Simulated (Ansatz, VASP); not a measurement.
One calculation of KTaO3, two programs

The input POSCAR:

```
KTaO3
1.0
    3.8885925000      0.0000000000      0.0000000000
    0.0000000000      3.8885925000      0.0000000000
    0.0000000000      0.0000000000      4.1877150000
K Ta O
1 1 3
Direct
    0.5000000000      0.5000000000      0.5000000000
    0.0000000000      0.0000000000      0.0000000000
    0.5000000000      0.0000000000      0.0000000000
    0.0000000000      0.5000000000      0.0000000000
    0.0000000000      0.0000000000      0.5000000000
```

File INCAR.step1:

```
PREC = Accurate
ENCUT = 520
ISMEAR = 0
SIGMA = 0.05
LREAL = F
LASPH = T
NELM = 80
NBANDS = 27
GGA = PE
ALGO = Normal
EDIFF = 1E-4
LWAVE = T
LCHARG = F
```

File INCAR.step2:

```
PREC = Accurate
ENCUT = 520
EDIFF = 1E-7
ISMEAR = 0
SIGMA = 0.05
LREAL = F
LASPH = T
NELM = 80
ALGO = Normal
ISIF = 2
LWAVE = F
LCHARG = T
METAGGA = R2SCAN
LMIXTAU = T
LELF = T
LVHAR = T
NBANDS = 27
ISTART = 1
```

KPOINTS

```
Automatic mesh
0
Gamma
  6 6 6
```

Input for Ansatz:

```yaml
crystal:
  lattice:
    - [3.8885925, 0.0, 0.0]
    - [0.0, 3.8885925, 0.0]
    - [0.0, 0.0, 4.187715]
  atoms:
    - { symbol: K, position: [0.5, 0.5, 0.5] }
    - { symbol: Ta, position: [0.0, 0.0, 0.0] }
    - { symbol: O, position: [0.5, 0.0, 0.0] }
    - { symbol: O, position: [0.0, 0.5, 0.0] }
    - { symbol: O, position: [0.0, 0.0, 0.5] }
basis:
  ecutwfc: 500
kpoints:
  mp_grid: { grid: [6, 6, 6] }
hamiltonian:
  xc: r2scan
scf:
  occupations: { method: gaussian, width: 0.05 }
output:
  forces: true
  stress: true
  eigenvalues: true
  write_density: true
  write_potential: true
  elf: true
  volumetric_format: npy
```

Change from the starting cell: strain -0.025 along x and y, +0.050 along z, atoms carried along.

Alike in both runs: task single point; functional r2SCAN; k mesh 6 × 6 × 6; occupations gaussian, width 0.05 eV; no spin polarisation.

|  | VASP | Ansatz |
| --- | --- | --- |
| version | VASP 6.6.1 | Ansatz 0.2.0 |
| potentials or method | VASP PAW PBE potentials, release 64 (K_sv, Ta_pv, O), cutoff 520 eV | scalar-relativistic, plane waves, PAW |
| valence electrons in the cell | 38 | 40 |

```csv
,VASP,Ansatz,Ansatz less VASP
gap on the k mesh at the Fermi level (eV),2.49,2.52,+0.029
least direct gap on the mesh (eV),3.04,3.06,+0.019
pressure (GPa),3.8,2.8,-1.00
"traceless stress, the component that is largest in VASP (GPa)",-17.71,-17.42,+0.290
```

VASP's potentials were made for PBE, not for r2SCAN. VASP's potentials hold 38 valence electrons a cell and Ansatz's 40, so a difference there can come from the potentials and not from the codes.

Neither program's run includes spin-orbit coupling.
